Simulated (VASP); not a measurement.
# Al3Cu (P4/mmm) in VASP: a series of runs, part 2 of 2

VASP 6.6.1.

## (3) Single point, LDA (13.18 Å³/atom)

Input file INCAR:

```
ALGO = Fast ; EDIFF = 1E-6
ENCUT = 520 ; GGA = CA
ISIF = 2 ; ISMEAR = 0
LASPH = True ; LCHARG = False
LREAL = False ; LWAVE = False
NBANDS = 18 ; NELM = 80
PREC = Accurate ; SIGMA = 0.15
```

Input file KPOINTS:

```
k-points
0
Gamma
  12 12 12
```

Input file POSCAR:

```
Al3Cu
1.0
    3.5285102718      0.0000000000      0.0000000000
    0.0000000000      3.5285102718      0.0000000000
    0.0000000000      0.0000000000      4.2328009221
Al Cu
3 1
Direct
    0.0000000000      0.5000000000      0.5000000000
    0.5000000000      0.0000000000      0.5000000000
    0.5000000000      0.5000000000      0.0000000000
    0.0000000000      0.0000000000      0.0000000000
```

Potentials or basis: VASP PAW LDA potentials, release 64 (Al, Cu).

The run is started by

```bash
$ cat potpaw_LDA.64/Al/POTCAR potpaw_LDA.64/Cu/POTCAR > POTCAR
$ mpirun -np 1 vasp_std > vasp.out
```

Run time: 2.4 min. Hardware: 1 thread of Intel Xeon Platinum 8488C (Sapphire Rapids), shared host; peak memory 0.27 GiB.

Results (log left out):

- Free energy: -16.7807 eV
- Pressure: 13.8 GPa
- Band gap on the k mesh: zero (bands 10 and 11 overlap by 4.30 eV)

Stress tensor (GPa, compression positive):
```
21.79  0.00  0.00
 0.00 21.79  0.00
 0.00  0.00 -2.12
```

Levels at points of the mesh, in eV from the Fermi level:
```
           k point  band 6  band 7  band 8  band 9  band 10  band 11  band 12  band 13  band 14  band 15
(0.00, 0.00, 0.00)   -4.03   -4.03   -1.89   -1.45    -1.45     0.94     2.20     6.10     6.10     6.90
(0.50, 0.00, 0.00)   -3.97   -3.71   -1.26   -0.82    -0.56     0.77     1.50     1.71     3.66     5.08
(0.50, 0.50, 0.00)   -4.45   -3.74   -3.59   -3.52     0.39     2.13     2.30     2.30     2.44     2.44
(0.00, 0.00, 0.50)   -4.13   -4.06    0.68    0.68     0.95     0.95     1.11     3.64     3.64     4.87
(0.50, 0.00, 0.50)   -4.10   -3.99   -3.65   -3.45     2.26     3.49     4.38     4.55     4.92     5.35
(0.50, 0.50, 0.50)   -4.16   -4.16   -3.94   -3.74    -2.50    -2.04    -2.04    -1.55    10.23    10.84
```

Caveat: the cell stands under pressure.

## (4) Single point, LDA (13.18 Å³/atom)

Input file INCAR:

```
  PREC = Accurate
  ENCUT = 520
  EDIFF = 1E-6
  ISMEAR = 0
  SIGMA = 0.15
  LREAL = False
  LASPH = True
  NELM = 60
  ALGO = Fast
  ISIF = 2
  LWAVE = False
  LCHARG = True
  GGA = CA
  LELF = True
  LVHAR = True
  NBANDS = 18
```

Input file KPOINTS:

```
Automatic mesh
0
Gamma
  12 12 12
```

Input file POSCAR:

```
Al3Cu
1.0
    3.6005780072      0.0000000000      0.0000000000
    0.0000000000      3.6005780072      0.0000000000
    0.0000000000      0.0000000000      4.0650525701
Al Cu
3 1
Direct
    0.0000000000      0.5000000000      0.5000000000
    0.5000000000      0.0000000000      0.5000000000
    0.5000000000      0.5000000000      0.0000000000
    0.0000000000      0.0000000000      0.0000000000
```

Potentials or basis: VASP PAW LDA potentials, release 64 (Al, Cu).

The run is started by

```bash
$ cat potpaw_LDA.64/Al/POTCAR potpaw_LDA.64/Cu/POTCAR > POTCAR
$ mpirun -np 1 vasp_std > vasp.out
```

OUTCAR:

```text
PREC = Accurate
   ENCUT = 520
   EDIFF = 1E-6
   ISMEAR = 0
   LREAL = False
   LASPH = True
   NELM = 60
   ISIF = 2
   GGA = CA

 ion  position               nearest neighbor table
   1  0.000  0.500  0.500-   2 2.55   2 2.55   2 2.55   2 2.55   4 2.72   3 2.72   4 2.72   4 2.72
                             4 2.72   3 2.72   3 2.72   3 2.72
   2  0.500  0.000  0.500-   1 2.55   1 2.55   1 2.55   1 2.55   4 2.72   3 2.72   3 2.72   3 2.72
                             4 2.72   4 2.72   4 2.72   3 2.72
   3  0.500  0.500  0.000-   4 2.55   4 2.55   4 2.55   4 2.55   2 2.72   2 2.72   2 2.72   2 2.72
[... 712 lines left out ...]
  -------------------------------------------------------------------------------------
  Total        5.6650390      5.6650390      0.6320233      0.0000000     -0.0000000      0.0000000
  in kB      172.2276478    172.2276478     19.2146754      0.0000000     -0.0000000      0.0000000
  external PRESSURE =     121.2233237 kB  Pullay stress =       0.0000000 kB

 VOLUME and BASIS-vectors are now :
 -----------------------------------------------------------------------------
  energy-cutoff  :      520.00
  volume of cell :       52.70
      direct lattice vectors                 reciprocal lattice vectors
     3.600578007  0.000000000  0.000000000     0.277733186  0.000000000  0.000000000
     0.000000000  3.600578007  0.000000000     0.000000000  0.277733186  0.000000000
     0.000000000  0.000000000  4.065052570     0.000000000  0.000000000  0.245999279

 POSITION                                       TOTAL-FORCE (eV/Angst)
 -----------------------------------------------------------------------------------
      0.00000      1.80029      2.03253         0.000000      0.000000      0.000000
      1.80029      0.00000      2.03253         0.000000      0.000000      0.000000
      1.80029      1.80029      0.00000         0.000000      0.000000      0.000000
      0.00000      0.00000      0.00000         0.000000      0.000000      0.000000
 -----------------------------------------------------------------------------------
    total drift:                               -0.000000     -0.000000     -0.000000

  FREE ENERGIE OF THE ION-ELECTRON SYSTEM (eV)
  ---------------------------------------------------
  free  energy   TOTEN  =       -17.0406208018 eV

  energy  without entropy=      -17.0251483041  energy(sigma->0) =      -17.03288455
```

OSZICAR:

```text
N       E                     dE             d eps       ncg     rms          rms(c)
DAV:   1     0.762638376253E+02    0.76264E+02   -0.84400E+03  7146   0.120E+03
DAV:   2    -0.152437474303E+02   -0.91508E+02   -0.84879E+02  7324   0.223E+02
DAV:   3    -0.200185759339E+02   -0.47748E+01   -0.45707E+01  9636   0.562E+01
DAV:   4    -0.201276630641E+02   -0.10909E+00   -0.10857E+00 10334   0.714E+00
DAV:   5    -0.201292580999E+02   -0.15950E-02   -0.15948E-02  9606   0.809E-01    0.180E+01
RMM:   6    -0.251403013223E+02   -0.50110E+01   -0.65539E+01  9098   0.117E+02    0.166E+01
RMM:   7    -0.174277957986E+02    0.77125E+01   -0.21086E+01  8001   0.687E+01    0.391E+00
RMM:   8    -0.170679076943E+02    0.35989E+00   -0.21447E+00  7890   0.225E+01    0.105E+00
RMM:   9    -0.170500846696E+02    0.17823E-01   -0.18965E-01  8281   0.228E+00    0.800E-01
RMM:  10    -0.170412156819E+02    0.88690E-02   -0.42501E-02  8776   0.266E+00    0.212E-01
RMM:  11    -0.170405130283E+02    0.70265E-03   -0.72450E-03  9496   0.636E-01    0.982E-02
RMM:  12    -0.170405950681E+02   -0.82040E-04   -0.11976E-03 10130   0.345E-01    0.489E-02
RMM:  13    -0.170406205999E+02   -0.25532E-04   -0.29495E-04 10215   0.140E-01    0.204E-02
RMM:  14    -0.170406231500E+02   -0.25501E-05   -0.39355E-05  9576   0.582E-02    0.111E-02
RMM:  15    -0.170406201540E+02    0.29960E-05   -0.16613E-05  8995   0.607E-02    0.425E-03
RMM:  16    -0.170406208018E+02   -0.64778E-06   -0.56280E-06  7777   0.213E-02
   1 F= -.17040621E+02 E0= -.17032885E+02  d E =-.154725E-01
```

It took 2 min on 1 thread of Intel Xeon Platinum 8488C (Sapphire Rapids), shared host; peak memory 0.27 GiB.

Results:

- Free energy: -17.0406 eV
- Pressure: 12.1 GPa
- Band gap on the k mesh: zero (bands 10 and 11 overlap by 3.93 eV)

Caveat: the cell stands under pressure.

## (5) Summary

```tsv
cell	further INCAR settings	gap on the mesh (eV)	pressure (GPa)
a = 3.984, b = 3.984, c = 3.321 Å, 4 atoms	ALGO = Fast; EDIFF = 1e-07; NBANDS = 18	none	11.3
a = 3.529, b = 3.529, c = 4.233 Å, 4 atoms	ALGO = Fast; EDIFF = 1e-06; NBANDS = 18	none	13.8
a = 3.601, b = 3.601, c = 4.065 Å, 4 atoms	ALGO = Fast; EDIFF = 1e-06; NBANDS = 18	none	12.1
```

Alike in all rows: task single point; level LDA; potentials or basis VASP PAW LDA potentials, release 64 (Al, Cu); no spin polarisation; k mesh 12 × 12 × 12; cutoff (eV) 520; smearing gaussian 0.15 eV.

Caveats: the cell stands under pressure.

Absolute energies hang on the potentials; compare differences alone.
